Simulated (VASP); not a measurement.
Write the native input for VASP 6.6.1 that does the following.

```yaml
Task: single point
Functional: PBE
Potentials_or_basis: VASP PAW PBE potentials, release 64 (Pb_d, S)
Cutoff: 520 eV
k_mesh: 8 × 8 × 8
Occupations: fermi-dirac, width 0.02 eV
Spin: no spin polarisation
Dipole_correction: no
Further_INCAR_settings: ALGO = Normal; EDIFF = 1e-06; NBANDS = 17
```

The structure of PbS lies in POSCAR:

```
PbS
1.0
    0.0000000000      2.8333902315      2.9872327164
    2.8333902315      0.0000000000      2.9872327164
    2.8333902315      2.8333902315      0.0000000000
Pb S
1 1
Direct
    0.0000000000      0.0000000000      0.0000000000
    0.5000000000      0.5000000000      0.5000000000
```

This cell differs from its parent crystal: biaxial xy strain -5.2%.

The input as run:

INCAR

```
PREC = Accurate ; ENCUT = 520
EDIFF = 1E-6 ; ISMEAR = -1
SIGMA = 0.02 ; LREAL = F
LASPH = T ; NELM = 100
ALGO = Normal ; ISIF = 2
LWAVE = F ; LCHARG = F
GGA = PE ; NBANDS = 17
```

KPOINTS

```
Automatic mesh
0
Gamma
  8 8 8
```

Potentials or basis: VASP PAW PBE potentials, release 64 (Pb_d, S).

Launch:

```console
$ cat potpaw_PBE.64/Pb_d/POTCAR potpaw_PBE.64/S/POTCAR > POTCAR
$ mpirun -np 1 vasp_std > vasp.out
```

Results of the run:

The pressure is 8.7 GPa and the band gap on the k mesh is 0.07 eV, direct.

Caveat: the cell differs from its parent crystal (biaxial xy strain -5.2%); spin-orbit coupling is left out, which moves the levels of the heavy elements.

Run time: 89 s on 1 thread of AMD EPYC 7R13, with other jobs on the host, peak memory 0.17 GiB.
